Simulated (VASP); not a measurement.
# As in VASP: further runs, part 2 of 2

VASP 6.6.1.

**4. Single point, PBE+D3(BJ)**

INCAR reads:

```
  ALGO = Normal
  DIPOL = 0.5 0.5 0.407
  EDIFF = 1E-6
  ENCUT = 520
  GGA = PE
  IDIPOL = 3
  ISIF = 2
  ISMEAR = 0
  IVDW = 12
  LASPH = T
  LCHARG = F
  LDIPOL = T
  LREAL = F
  LWAVE = F
  NBANDS = 18
  NELM = 100
  PREC = Accurate
  SIGMA = 0.05
```

KPOINTS reads:

```
k-points
0
Gamma
  9 9 1
```

POSCAR reads:

```
As
1.0
    3.5713380906      0.0000000000      0.0000000000
   -1.7856690453      3.0928695120      0.0000000000
    0.0000000000      0.0000000000     20.2952802043
As
4
Direct
    0.3333333333      0.6666666667      0.2905917062
    0.6666666667      0.3333333333      0.2217264287
    1.0000000000      0.3333333333      0.5920233711
    0.6666666667      0.6666666667      0.5231580937
```

Potentials or basis: VASP PAW PBE potentials, release 64 (As).

The run is started by

```sh
cat potpaw_PBE.64/As/POTCAR > POTCAR
mpirun -np 1 vasp_std > vasp.out
```

OUTCAR:

```text
EDIFF = 1E-6
   ENCUT = 520
   GGA = PE
   ISIF = 2
   ISMEAR = 0
   IVDW = 12
   LASPH = T
   LREAL = F
   NELM = 100
   PREC = Accurate
 IVDW          = 12

 ion  position               nearest neighbor table
   1  0.333  0.667  0.291-   2 2.49   2 2.49   2 2.49
   2  0.667  0.333  0.222-   1 2.49   1 2.49   1 2.49
   3  0.000  0.333  0.592-   4 2.49   4 2.49   4 2.49
   4  0.667  0.667  0.523-   3 2.49   3 2.49   3 2.49

  LATTYP: Found a hexagonal cell.
 ALAT       =     3.5713380906
 C/A-ratio  =     5.6828224294

  Lattice vectors:

 A1 = (   3.5713380906,   0.0000000000,   0.0000000000)
 A2 = (  -1.7856690453,   3.0928695120,   0.0000000000)
 A3 = (   0.0000000000,   0.0000000000,  20.2952802043)

Analysis of symmetry for initial positions (statically):
=====================================================================
 Subroutine PRICEL returns:
 Original cell was already a primitive cell.

 Routine SETGRP: Setting up the symmetry group for a
 hexagonal supercell.

 Subroutine GETGRP returns: Found  2 space group operations
 (whereof  1 operations were pure point group operations)
 out of a pool of 24 trial point group operations.

The static configuration has the point symmetry C_1 .
 The point group associated with its full space group is C_2 .

Analysis of symmetry for dynamics (positions and initial velocities):
=====================================================================
 Subroutine PRICEL returns:
 Original cell was already a primitive cell.

 Routine SETGRP: Setting up the symmetry group for a
 hexagonal supercell.

 Subroutine GETGRP returns: Found  2 space group operations
 (whereof  1 operations were pure point group operations)
 out of a pool of 24 trial point group operations.

The dynamic configuration has the point symmetry C_1 .
 The point group associated with its full space group is C_2 .

 Subroutine INISYM returns: Found  2 space group operations
 (whereof  1 operations are pure point group operations),
 and found     1 'primitive' translations

----------------------------------------------------------------------------------------

                                     Primitive cell

  volume of cell :     224.1752

  direct lattice vectors                    reciprocal lattice vectors
     3.571338091  0.000000000  0.000000000     0.280007094  0.161662171  0.000000000
    -1.785669045  3.092869512  0.000000000     0.000000000  0.323324342  0.000000000
     0.000000000  0.000000000 20.295280204     0.000000000  0.000000000  0.049272540

  length of vectors
     3.571338091  3.571338091 20.295280204     0.323324342  0.323324342  0.049272540

  position of ions in fractional coordinates (direct lattice)
     0.333333333  0.666666667  0.290591706
     0.666666667  0.333333333  0.221726429
     0.000000000  0.333333333  0.592023371
     0.666666667  0.666666667  0.523158094

  ion indices of the primitive-cell ions
   primitive index   ion index
                 1           1
                 2           2
                 3           3
                 4           4

[... 31 lines left out ...]
  0.222222  0.000000  0.000000      4.000000
  0.000000  0.222222  0.000000      2.000000
  0.333333  0.000000  0.000000      4.000000
[... 16 lines left out ...]
 -0.222222 -0.444444  0.000000      4.000000
  0.444444  0.333333  0.000000      4.000000
   k-points           NKPTS =     25   k-points in BZ     NKDIM =     25   number of bands    NBANDS=     18
   number of dos      NEDOS =    301   number of ions     NIONS =      4
   total plane-waves  NPLWV = 125440
   dimension x,y,z NGX =    28 NGY =   28 NGZ =  160
   dimension x,y,z NGXF=    56 NGYF=   56 NGZF=  320
   ions per type =               4
   NGX,Y,Z   is equivalent  to a cutoff of  13.03, 13.03, 13.11 a.u.
   NGXF,Y,Z  is equivalent  to a cutoff of  26.07, 26.07, 26.21 a.u.
 SYSTEM =  unknown system
   PREC   = accura    normal or accurate (medium, high low for compatibility)
   ISTART =      0    job   : 0-new  1-cont  2-samecut
   ICHARG =      2    charge: 1-file 2-atom 10-const
   ISPIN  =      1    spin polarized calculation?
   LNONCOLLINEAR =      F non collinear calculations
   LSORBIT =      F    spin-orbit coupling
   LASPH  =      T    aspherical Exc in radial PAW
   ENCUT  =  520.0 eV  38.22 Ry    6.18 a.u.   6.64  6.64 37.74*2*pi/ulx,y,z
   NELM   =    100;   NELMIN=  2; NELMDL= -5     # of ELM steps
   EDIFF  = 0.1E-05   stopping-criterion for ELM
   LREAL  =      F    real-space projection
   EDIFFG = 0.1E-04   stopping-criterion for IOM
   NSW    =      0    number of steps for IOM
   IBRION =     -1    ionic relax: 0-MD 1-quasi-New 2-CG
   NFREE  =      0    steps in history (QN), initial steepest desc. (CG)
   ISIF   =      2    stress and relaxation
   ISYM   =      2    0-nonsym 1-usesym 2-fastsym
   POTIM  = 0.5000    time-step for ionic-motion
   TEBEG  =    0.0;   TEEND  =   0.0 temperature during run
   PSTRESS=    0.0 pullay stress
   NELECT =      20.0000    total number of electrons
   NUPDOWN=      -1.0000    fix difference up-down
   EMIN   =  10.00;   EMAX   =-10.00  energy-range for DOS
   EFERMI =   0.00;   METHOD = LEGACY
   ISMEAR =     0;   SIGMA  =   0.05  broadening in eV -4-tet -1-fermi 0-gaus
   EFERMI_NEDOS =   21; number of points for ismear=-14 and -15
   IALGO  =     38    algorithm
   IMIX   =      4    mixing-type and parameters
     AMIX     =   0.40;   BMIX     =  1.00
     AMIX_MAG =   1.60;   BMIX_MAG =  1.00
  volume/ion in A,a.u.               =      56.04       378.20
  Fermi-wavevector in a.u.,A,eV,Ry     =   0.731513  1.382360  7.280639  0.535112
  Thomas-Fermi vector in A             =   1.823749
   LORBIT       =      0    0 simple, 1 ext, 2 COOP (PROOUT), +10 PAW based schemes
   GGA     = PE    functional components
   LHFCALC =     F    Hartree Fock is set to
   AEXX    =    0.0000 exact exchange contribution
   IVDW    =    12    specifies the selected vdW correction
   LEPSILON=     F    determine dielectric tensor
   LRPA    =     F    only Hartree local field effects (RPA)
 non-spin polarized calculation
 Gauss-broadening in eV      SIGMA  =   0.05
  energy-cutoff  :      520.00
  volume of cell :      224.18
 maximum number of plane-waves:      6099
   NGX = 13   NGY = 13   NGZ = 75

 number of electron      20.0000000 magnetization

 dipolmoment           0.000000      0.000000     -0.000002 electrons x Angstroem

 Free energy of the ion-electron system (eV)
  ---------------------------------------------------
  ext. energy  EPLUGINS =         0.00000000
  ---------------------------------------------------
  free energy    TOTEN  =       -18.65638929 eV

  energy without entropy =      -18.65638929  energy(sigma->0) =      -18.65638929

 E-fermi :  -1.2479     XC(G=0):  -4.8375

 val. band max:       -1.5164990636   @ k =   0.0000   0.0000   0.0000
 cond. band min:      -0.0861934702   @ k =   0.0000   0.3333   0.0000
 fundamental gap:      1.4303055934
 Fermi energy:        -1.2479186832

 k-point     1 :       0.0000    0.0000    0.0000
  band No.  band energies     occupation
      1     -15.2009      2.00000
      2     -15.1956      2.00000
      3      -8.8319      2.00000
      4      -8.7631      2.00000
      5      -2.4236      2.00000
      6      -1.9900      2.00000
[... 481 lines left out ...]
      5      -5.6309      2.00000
      6      -5.6235      2.00000
[... 10 lines left out ...]
     17       5.7764      0.00000
     18       5.9763      0.00000

 [... further k-points ...]

------------------------ aborting loop because EDIFF is reached ----------------------------------------

 vacuum level on the upper side and lower side of the slab       (xc-potential included)        -0.172        -0.172

 Edisp (eV)   -0.93903

 E8    (eV) :    -0.4101

  FORCE on cell =-STRESS in cart. coord.  units (eV):
  Direction    XX          YY          ZZ          XY          YZ          ZX
  --------------------------------------------------------------------------------------
  -------------------------------------------------------------------------------------
  Total       0.09874     0.09288    -0.10168     0.00000     0.00000     0.00942
  in kB       0.70567     0.66385    -0.72673     0.00000     0.00000     0.06735
  external pressure =        0.21 kB  Pullay stress =        0.00 kB

 VOLUME and BASIS-vectors are now :
 -----------------------------------------------------------------------------
  energy-cutoff  :      520.00
  volume of cell :      224.18
      direct lattice vectors                 reciprocal lattice vectors
     3.571338091  0.000000000  0.000000000     0.280007094  0.161662171  0.000000000
    -1.785669045  3.092869512  0.000000000     0.000000000  0.323324342  0.000000000
     0.000000000  0.000000000 20.295280204     0.000000000  0.000000000  0.049272540

 POSITION                                       TOTAL-FORCE (eV/Angst)
 -----------------------------------------------------------------------------------
     -0.00000      2.06191      5.89764        -0.000870      0.000158      0.141323
      1.78567      1.03096      4.50000        -0.000645     -0.000158     -0.077710
     -0.59522      1.03096     12.01528         0.000645     -0.000158      0.077710
      1.19045      2.06191     10.61764         0.000870      0.000158     -0.141323
 -----------------------------------------------------------------------------------
    total drift:                               -0.000001     -0.000054     -0.000036

  FREE ENERGIE OF THE ION-ELECTRON SYSTEM (eV)
  ---------------------------------------------------
  free  energy   TOTEN  =       -19.5954238526 eV

  energy  without entropy=      -19.5954238526  energy(sigma->0) =      -19.59542385

 vacuum level on the upper side and lower side of the slab         3.646         3.647
```

OSZICAR:

```text
N       E                     dE             d eps       ncg     rms          rms(c)
DAV:   1     0.108691773899E+03    0.10869E+03   -0.67122E+03   900   0.824E+02
DAV:   2    -0.713654428249E+01   -0.11583E+03   -0.11053E+03  1188   0.141E+02
DAV:   3    -0.185430539245E+02   -0.11407E+02   -0.11325E+02  1242   0.499E+01
DAV:   4    -0.187760853309E+02   -0.23303E+00   -0.23267E+00  1184   0.827E+00
DAV:   5    -0.187805534042E+02   -0.44681E-02   -0.44676E-02  1182   0.108E+00    0.476E+00
DAV:   6    -0.186996250467E+02    0.80928E-01   -0.43010E-02  1038   0.960E-01    0.280E+00
DAV:   7    -0.186552740171E+02    0.44351E-01   -0.86511E-02  1078   0.135E+00    0.168E-01
DAV:   8    -0.186561655419E+02   -0.89152E-03   -0.29218E-03  1092   0.271E-01    0.592E-02
DAV:   9    -0.186562292094E+02   -0.63668E-04   -0.26209E-04  1132   0.852E-02    0.311E-02
DAV:  10    -0.186561689712E+02    0.60238E-04   -0.78935E-05  1050   0.380E-02    0.105E-02
DAV:  11    -0.186561316420E+02    0.37329E-04   -0.42875E-05  1036   0.262E-02    0.797E-03
DAV:  12    -0.186562215943E+02   -0.89952E-04   -0.23745E-05  1054   0.190E-02    0.479E-03
DAV:  13    -0.186562889960E+02   -0.67402E-04   -0.12069E-05  1032   0.119E-02    0.317E-03
DAV:  14    -0.186563588476E+02   -0.69852E-04   -0.24844E-06   950   0.798E-03    0.114E-03
DAV:  15    -0.186563774019E+02   -0.18554E-04   -0.41138E-07   944   0.330E-03    0.801E-04
DAV:  16    -0.186563875144E+02   -0.10112E-04   -0.35465E-07   860   0.213E-03    0.275E-04
DAV:  17    -0.186563887549E+02   -0.12405E-05   -0.36086E-08   798   0.775E-04    0.222E-04
DAV:  18    -0.186563892896E+02   -0.53477E-06   -0.21264E-08   758   0.521E-04
   1 F= -.19595424E+02 E0= -.19595424E+02  d E =-.329707E-15
```

Run time: 2.2 min. Hardware: 1 thread of AMD EPYC 9R45 (Zen 5), shared host; peak memory 0.33 GiB.

Results:

```yaml
Free_energy: -19.5954 eV
Largest_force: 0.141 eV/Å
Band_gap_on_the_k_mesh: 1.43 eV, indirect (least direct gap 1.94 eV)
Dispersion_energy_per_atom: -0.235 eV
```

Forces on the atoms (eV/Å):
```
As  -0.001  0.000  0.141
As  -0.001  0.000 -0.078
As   0.001  0.000  0.078
As   0.001  0.000 -0.141
```
